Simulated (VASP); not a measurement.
# CdTe (F-43m) in VASP: notebook

Runs on CdTe. Level: r2SCAN. Tasks: single point, relaxation of cell and atoms.

Program: VASP 6.6.1. These are calculated values, not measurements. Logs are shortened: lines on timing, memory, paths and dates and some standing lists are left out, and cuts for length are marked.

## 1. The cell of the first run

The structure is cubic, space group F-43m (No. 216). Conventional cell: a = 6.556 Å, b = 6.556 Å, c = 6.556 Å, α = 90.00°, β = 90.00°, γ = 90.00°. Cd (site symmetry -43m) has 4 Te at 2.84 Å within 3.7 Å. Within 3.7 Å of Te (site symmetry -43m) lie 4 Cd at 2.84 Å.

## 2. Single point, r2SCAN

The input, POSCAR:

```
CdTe
1.0
    0.0000000000      3.2778776580      3.2778776580
    3.2778776580      0.0000000000      3.2778776580
    3.2778776580      3.2778776580      0.0000000000
Cd Te
1 1
Direct
    0.0000000000      0.0000000000      0.0000000000
    0.7500000000      0.7500000000      0.7500000000
```

The input, INCAR.step1:

```
SYSTEM = CdTe
PREC = Accurate ; ENCUT = 520
ISMEAR = -1 ; SIGMA = 0.1
LREAL = .FALSE. ; LASPH = .TRUE.
NELM = 100 ; NBANDS = 16
GGA = PE ; ALGO = Normal
EDIFF = 1E-4 ; LWAVE = .TRUE.
LCHARG = .FALSE.
```

The input, INCAR.step2:

```
SYSTEM = CdTe
PREC = Accurate ; ENCUT = 520
EDIFF = 1E-6 ; ISMEAR = -1
SIGMA = 0.1 ; LREAL = .FALSE.
LASPH = .TRUE. ; NELM = 100
ALGO = Normal ; ISIF = 2
LWAVE = .FALSE. ; LCHARG = .TRUE.
METAGGA = R2SCAN ; LMIXTAU = .TRUE.
LELF = .TRUE. ; LVHAR = .TRUE.
NBANDS = 16 ; ISTART = 1
```

The input, KPOINTS:

```
regular mesh
0
G
  10 10 10
  0 0 0
```

Potentials or basis: VASP PAW PBE potentials, release 64 (Cd, Te).

The run is started by

```bash
> cat potpaw_PBE.64/Cd/POTCAR potpaw_PBE.64/Te/POTCAR > POTCAR
> cp INCAR.step1 INCAR
> mpirun -np 1 vasp_std > vasp.out
> cp INCAR.step2 INCAR
> mpirun -np 1 vasp_std > vasp.out
```

OUTCAR:

```text
SYSTEM = CdTe
   PREC = Accurate
   ENCUT = 520
   EDIFF = 1E-6
   ISMEAR = -1
   LREAL = .FALSE.
   LASPH = .TRUE.
   NELM = 100
   ISIF = 2
   METAGGA = R2SCAN
   ISTART = 1

 ion  position               nearest neighbor table
   1  0.000  0.000  0.000-   2 2.84   2 2.84   2 2.84   2 2.84
   2  0.750  0.750  0.750-   1 2.84   1 2.84   1 2.84   1 2.84

  LATTYP: Found a face centered cubic cell.
 ALAT       =     6.5557553160

  Lattice vectors:

 A1 = (   0.0000000000,   3.2778776580,   3.2778776580)
 A2 = (   3.2778776580,   0.0000000000,   3.2778776580)
 A3 = (   3.2778776580,   3.2778776580,   0.0000000000)

Analysis of symmetry for initial positions (statically):
=====================================================================
 Subroutine PRICEL returns:
 Original cell was already a primitive cell.

 Routine SETGRP: Setting up the symmetry group for a
 face centered cubic supercell.

 Subroutine GETGRP returns: Found 24 space group operations
 (whereof 24 operations were pure point group operations)
 out of a pool of 48 trial point group operations.

The static configuration has the point symmetry T_d .

Analysis of symmetry for dynamics (positions and initial velocities):
=====================================================================
 Subroutine PRICEL returns:
 Original cell was already a primitive cell.

 Routine SETGRP: Setting up the symmetry group for a
 face centered cubic supercell.

 Subroutine GETGRP returns: Found 24 space group operations
 (whereof 24 operations were pure point group operations)
 out of a pool of 48 trial point group operations.

The dynamic configuration has the point symmetry T_d .

 Subroutine INISYM returns: Found 24 space group operations
 (whereof 24 operations are pure point group operations),
 and found     1 'primitive' translations

----------------------------------------------------------------------------------------

                                     Primitive cell

  volume of cell :      70.4382

  direct lattice vectors                    reciprocal lattice vectors
     0.000000000  3.277877658  3.277877658    -0.152537725  0.152537725  0.152537725
     3.277877658  0.000000000  3.277877658     0.152537725 -0.152537725  0.152537725
     3.277877658  3.277877658  0.000000000     0.152537725  0.152537725 -0.152537725

  length of vectors
     4.635619040  4.635619040  4.635619040     0.264203089  0.264203089  0.264203089

  position of ions in fractional coordinates (direct lattice)
     0.000000000  0.000000000  0.000000000
     0.750000000  0.750000000  0.750000000

  ion indices of the primitive-cell ions
   primitive index   ion index
                 1           1
                 2           2

----------------------------------------------------------------------------------------

 KPOINTS: regular mesh

Automatic generation of k-mesh.
 Grid dimensions read from file:
 generate k-points for:   10   10   10

 Generating k-lattice:

  Cartesian coordinates                     Fractional coordinates (reciprocal lattice)
    -0.015253772  0.015253772  0.015253772     0.100000000  0.000000000  0.000000000
     0.015253772 -0.015253772  0.015253772     0.000000000  0.100000000  0.000000000
     0.015253772  0.015253772 -0.015253772     0.000000000  0.000000000  0.100000000

  Length of vectors
     0.026420309  0.026420309  0.026420309

  Shift w.r.t. Gamma in fractional coordinates (k-lattice)
     0.000000000  0.000000000  0.000000000

 Subroutine IBZKPT returns following result:
 ===========================================

 Found     47 irreducible k-points:

 Following reciprocal coordinates:
            Coordinates               Weight
  0.000000  0.000000  0.000000      1.000000
  0.100000  0.000000  0.000000      8.000000
  0.200000  0.000000  0.000000      8.000000
  0.300000  0.000000  0.000000      8.000000
  0.400000  0.000000  0.000000      8.000000
  0.500000  0.000000  0.000000      4.000000
[... 16 lines left out ...]
  0.300000  0.300000  0.000000      6.000000
  0.400000  0.300000  0.000000     24.000000
 [... further k-points ...]
   k-points           NKPTS =     47   k-points in BZ     NKDIM =     47   number of bands    NBANDS=     16
   number of dos      NEDOS =    301   number of ions     NIONS =      2
   total plane-waves  NPLWV =  46656
   dimension x,y,z NGX =    36 NGY =   36 NGZ =   36
   dimension x,y,z NGXF=    72 NGYF=   72 NGZF=   72
   ions per type =               1   1
   NGX,Y,Z   is equivalent  to a cutoff of  12.91, 12.91, 12.91 a.u.
   NGXF,Y,Z  is equivalent  to a cutoff of  25.82, 25.82, 25.82 a.u.
 SYSTEM =  CdTe
   PREC   = accura    normal or accurate (medium, high low for compatibility)
   ISTART =      1    job   : 0-new  1-cont  2-samecut
   ICHARG =      0    charge: 1-file 2-atom 10-const
   ISPIN  =      1    spin polarized calculation?
   LNONCOLLINEAR =      F non collinear calculations
   LSORBIT =      F    spin-orbit coupling
   LASPH  =      T    aspherical Exc in radial PAW
   ENCUT  =  520.0 eV  38.22 Ry    6.18 a.u.   8.62  8.62  8.62*2*pi/ulx,y,z
   NELM   =    100;   NELMIN=  2; NELMDL=  0     # of ELM steps
   EDIFF  = 0.1E-05   stopping-criterion for ELM
   LREAL  =      F    real-space projection
[... 7 lines left out ...]
   TEBEG  =    0.0;   TEEND  =   0.0 temperature during run
   PSTRESS=    0.0 pullay stress
   NELECT =      18.0000    total number of electrons
   NUPDOWN=      -1.0000    fix difference up-down
   EMIN   =  10.00;   EMAX   =-10.00  energy-range for DOS
   EFERMI =   0.00;   METHOD = LEGACY
   ISMEAR =    -1;   SIGMA  =   0.10  broadening in eV -4-tet -1-fermi 0-gaus
   EFERMI_NEDOS =   21; number of points for ismear=-14 and -15
   IALGO  =     38    algorithm
   IMIX   =      4    mixing-type and parameters
     AMIX     =   0.40;   BMIX     =  1.00
     AMIX_MAG =   1.60;   BMIX_MAG =  1.00
  volume/ion in A,a.u.               =      35.22       237.67
  Fermi-wavevector in a.u.,A,eV,Ry     =   1.038874  1.963187 14.684216  1.079259
  Thomas-Fermi vector in A             =   2.173378
   LORBIT       =      0    0 simple, 1 ext, 2 COOP (PROOUT), +10 PAW based schemes
   METAGGA = R2SCAN    functional components
   LHFCALC =     F    Hartree Fock is set to
   AEXX    =    0.0000 exact exchange contribution
   IVDW    =     0    specifies the selected vdW correction
   LEPSILON=     F    determine dielectric tensor
   LRPA    =     F    only Hartree local field effects (RPA)
 non-spin polarized calculation
  energy-cutoff  :      520.00
  volume of cell :       70.44
 maximum number of plane-waves:      1917
   NGX = 17   NGY = 17   NGZ = 17

 number of electron      18.0000005 magnetization

 Free energy of the ion-electron system (eV)
  ---------------------------------------------------
  ext. energy  EPLUGINS =         0.00000000
  ---------------------------------------------------
  free energy    TOTEN  =       -46.64563426 eV

  energy without entropy =      -46.64559526  energy(sigma->0) =      -46.64561476

 E-fermi :   2.5170     XC(G=0):  -8.9453

 val. band max:        1.7912695277   @ k =   0.0000   0.0000   0.0000
 cond. band min:       2.9524231156   @ k =   0.0000   0.0000   0.0000
 fundamental gap:      1.1611535879
 Fermi energy:         2.5170494169

 k-point     1 :       0.0000    0.0000    0.0000
  band No.  band energies     occupation
      1      -9.5378      2.00000
      2      -6.6570      2.00000
      3      -6.6570      2.00000
      4      -6.6570      2.00000
      5      -6.3989      2.00000
      6      -6.3989      2.00000
[... 8 lines left out ...]
     15      11.5621      0.00000
     16      11.5621      0.00000

 k-point     2 :       0.1000    0.0000    0.0000
  band No.  band energies     occupation
      1      -9.5014      2.00000
      2      -6.6501      2.00000
      3      -6.6501      2.00000
      4      -6.6267      2.00000
      5      -6.3994      2.00000
      6      -6.3994      2.00000
[... 8 lines left out ...]
     15      11.0112      0.00000
     16      11.0112      0.00000

 k-point     3 :       0.2000    0.0000    0.0000
  band No.  band energies     occupation
      1      -9.4061      2.00000
      2      -6.6326      2.00000
      3      -6.6326      2.00000
      4      -6.5293      2.00000
      5      -6.3996      2.00000
      6      -6.3996      2.00000
[... 8 lines left out ...]
     15      10.6263      0.00000
     16      10.6752      0.00000

 k-point     4 :       0.3000    0.0000    0.0000
  band No.  band energies     occupation
      1      -9.2890      2.00000
      2      -6.6131      2.00000
      3      -6.6131      2.00000
      4      -6.3974      2.00000
      5      -6.3974      2.00000
      6      -6.3588      2.00000
[... 8 lines left out ...]
     15      10.8873      0.00000
     16      10.8873      0.00000

 k-point     5 :       0.4000    0.0000    0.0000
  band No.  band energies     occupation
      1      -9.1961      2.00000
      2      -6.5996      2.00000
      3      -6.5996      2.00000
      4      -6.3930      2.00000
      5      -6.3929      2.00000
      6      -6.1552      2.00000
[... 8 lines left out ...]
     15      11.7581      0.00000
     16      11.7581      0.00000

 k-point     6 :       0.5000    0.0000    0.0000
  band No.  band energies     occupation
      1      -9.1612      2.00000
      2      -6.5950      2.00000
      3      -6.5950      2.00000
      4      -6.3905      2.00000
      5      -6.3905      2.00000
      6      -6.0522      2.00000
[... 8 lines left out ...]
     15      12.5973      0.00000
     16      12.5973      0.00000
[... 267 lines left out ...]
 k-point    21 :      -0.3000    0.2000    0.0000
  band No.  band energies     occupation
      1      -9.1634      2.00000
      2      -6.5819      2.00000
      3      -6.5780      2.00000
      4      -6.4039      2.00000
      5      -6.4028      2.00000
      6      -6.1169      2.00000
[... 8 lines left out ...]
     15      11.7147      0.00000
     16      12.8648      0.00000

 k-point    22 :      -0.2000    0.2000    0.0000
  band No.  band energies     occupation
      1      -9.2499      2.00000
      2      -6.6042      2.00000
      3      -6.5909      2.00000
      4      -6.4088      2.00000
      5      -6.4077      2.00000
      6      -6.2967      2.00000
[... 8 lines left out ...]
     15      11.8747      0.00000
     16      12.5084      0.00000

 k-point    23 :       0.3000    0.3000    0.0000
  band No.  band energies     occupation
      1      -9.2100      2.00000
      2      -6.5584      2.00000
      3      -6.5584      2.00000
      4      -6.4779      2.00000
      5      -6.3797      2.00000
      6      -6.2765      2.00000
[... 8 lines left out ...]
     15      12.3415      0.00000
     16      13.7184      0.00000

 k-point    24 :       0.4000    0.3000    0.0000
  band No.  band energies     occupation
      1      -9.1385      2.00000
      2      -6.5456      2.00000
      3      -6.5388      2.00000
      4      -6.4687      2.00000
      5      -6.3770      2.00000
      6      -6.1346      2.00000
[... 8 lines left out ...]
     15      12.7652      0.00000
     16      13.9057      0.00000

 [... further k-points ...]

------------------------ aborting loop because EDIFF is reached ----------------------------------------

  FORCE on cell =-STRESS in cart. coord.  units (eV):
  Direction    XX          YY          ZZ          XY          YZ          ZX
  --------------------------------------------------------------------------------------
  -------------------------------------------------------------------------------------
  Total        0.0646997      0.0646997      0.0646997      0.0000000      0.0000000     -0.0000000
  in kB        1.4716507      1.4716507      1.4716507      0.0000000      0.0000000     -0.0000000
  external PRESSURE =       1.4716507 kB  Pullay stress =       0.0000000 kB

 VOLUME and BASIS-vectors are now :
 -----------------------------------------------------------------------------
  energy-cutoff  :      520.00
  volume of cell :       70.44
      direct lattice vectors                 reciprocal lattice vectors
     0.000000000  3.277877658  3.277877658    -0.152537725  0.152537725  0.152537725
     3.277877658  0.000000000  3.277877658     0.152537725 -0.152537725  0.152537725
     3.277877658  3.277877658  0.000000000     0.152537725  0.152537725 -0.152537725

 POSITION                                       TOTAL-FORCE (eV/Angst)
 -----------------------------------------------------------------------------------
      0.00000      0.00000      0.00000         0.000000     -0.000000     -0.000000
      4.91682      4.91682      4.91682        -0.000000      0.000000      0.000000
 -----------------------------------------------------------------------------------
    total drift:                                0.000001      0.000001      0.000001

  FREE ENERGIE OF THE ION-ELECTRON SYSTEM (eV)
  ---------------------------------------------------
  free  energy   TOTEN  =       -46.6456342570 eV

  energy  without entropy=      -46.6455952561  energy(sigma->0) =      -46.64561476
```

Run time: 75 s. Hardware: 1 thread of Intel Xeon 6975P-C (Granite Rapids), shared host; peak memory 0.25 GiB.

What came out:

* Free energy: -46.6456 eV
* Pressure: 0.1 GPa
* Band gap on the k mesh: 1.16 eV

Levels at points of the mesh, in eV from the valence-band top:
```
           k point  band 6  band 7  band 8  band 9  band 10  band 11  band 12  band 13
(0.00, 0.00, 0.00)   -8.19    0.00    0.00    0.00     1.16     5.05     5.05     5.05
(0.50, 0.00, 0.00)   -7.84   -4.30   -0.74   -0.74     2.19     5.60     5.60     7.38
(0.50, 0.50, 0.00)   -7.70   -4.18   -1.79   -1.79     2.95     2.99     9.26     9.64
```

Caveat: the PAW data sets were made with another functional, which shifts forces and pressure a little; spin-orbit coupling is left out, which moves the levels of the heavy elements.

## 3. Relaxation of cell and atoms, r2SCAN

This run uses another cell than the first one, of 32.92 Å³/atom.

The input, POSCAR:

```
CdTe
1.0
    0.0000000000      3.2050000000      3.2050000000
    3.2050000000      0.0000000000      3.2050000000
    3.2050000000      3.2050000000      0.0000000000
Cd Te
1 1
Direct
    0.0000000000      0.0000000000      0.0000000000
    0.7500000000      0.7500000000      0.7500000000
```

The input, INCAR.step1:

```
SYSTEM = CdTe
  ALGO = Normal
  EDIFF = 1E-4
  ENCUT = 600
  GGA = PE
  ISMEAR = -1
  LASPH = .True.
  LCHARG = .False.
  LREAL = .False.
  LWAVE = .True.
  NELM = 60
  PREC = Accurate
  SIGMA = 0.1
```

The input, INCAR.step2:

```
SYSTEM = CdTe
  ALGO = Normal
  EDIFF = 1E-6
  EDIFFG = -0.002
  ENCUT = 600
  IBRION = 2
  ISIF = 3
  ISMEAR = -1
  ISTART = 1
  LASPH = .True.
  LCHARG = .False.
  LMIXTAU = .True.
  LREAL = .False.
  LWAVE = .False.
  METAGGA = R2SCAN
  NELM = 60
  NSW = 100
  PREC = Accurate
  SIGMA = 0.1
```

The input, KPOINTS:

```
k-points
0
Gamma
  10 10 10
  0 0 0
```

Potentials or basis: VASP PAW PBE potentials, release 64 (Cd, Te).

The run is started by

```bash
> cat potpaw_PBE.64/Cd/POTCAR potpaw_PBE.64/Te/POTCAR > POTCAR
> cp INCAR.step1 INCAR
> mpirun -np 1 vasp_std > vasp.out
> cp INCAR.step2 INCAR
> mpirun -np 1 vasp_std > vasp.out
```

Wall time 5.7 min (1 thread of Intel Xeon 6975P-C (Granite Rapids), shared host); peak memory 0.26 GiB.

It converged, with:

```yaml
Free_energy: -46.6449 eV
Relaxed_volume: 35.31 Å³/atom
Relaxed_cell: a = 4.640 Å, b = 4.640 Å, c = 4.640 Å, α = 60.00°, β = 60.00°, γ = 60.00°
Space_group_after_relaxing_to_0.1_Å: F-43m (No. 216)
Energy_gained_by_relaxing: 23.1 meV/atom
Ionic_steps: 6
Pressure_after_relaxing: 0.0 GPa
Band_gap_on_the_k_mesh: 1.15 eV
```

The path:
```
step  energy change (eV)  largest force (eV/Å)  pressure (GPa)  volume (Å³)
   1              0.0000                0.0000            3.33        65.84
   2             -0.0396                0.0000           -1.03        72.59
   3             -0.0462                0.0000            0.02        70.59
   4             -0.0462                0.0000           -0.04        70.69
   5             -0.0462                0.0000            0.01        70.60
   6             -0.0462                0.0000            0.01        70.62
```

Final structure:
```xyz
2
Lattice="0.0000 3.2807 3.2807 3.2807 0.0000 3.2807 3.2807 3.2807 0.0000" Properties=species:S:1:pos:R:3 pbc="T T T"
Cd    3.2807    0.0000    3.2807
Te    4.9211    4.9211    4.9211
```

Levels at points of the mesh, in eV from the valence-band top:
```tsv
k point	band 5	band 6	band 7	band 8	band 9	band 10	band 11	band 12	band 13
(0.00, 0.00, 0.00)	-8.19	-8.19	0.00	0.00	0.00	1.15	5.06	5.06	5.06
(0.50, 0.00, 0.00)	-8.18	-7.84	-4.28	-0.74	-0.74	2.19	5.60	5.60	7.38
(0.50, 0.50, 0.00)	-8.16	-7.70	-4.17	-1.79	-1.79	2.96	2.99	9.25	9.62
```

Caveat: the PAW data sets were made with another functional, which shifts forces and pressure a little; spin-orbit coupling is left out, which moves the levels of the heavy elements.
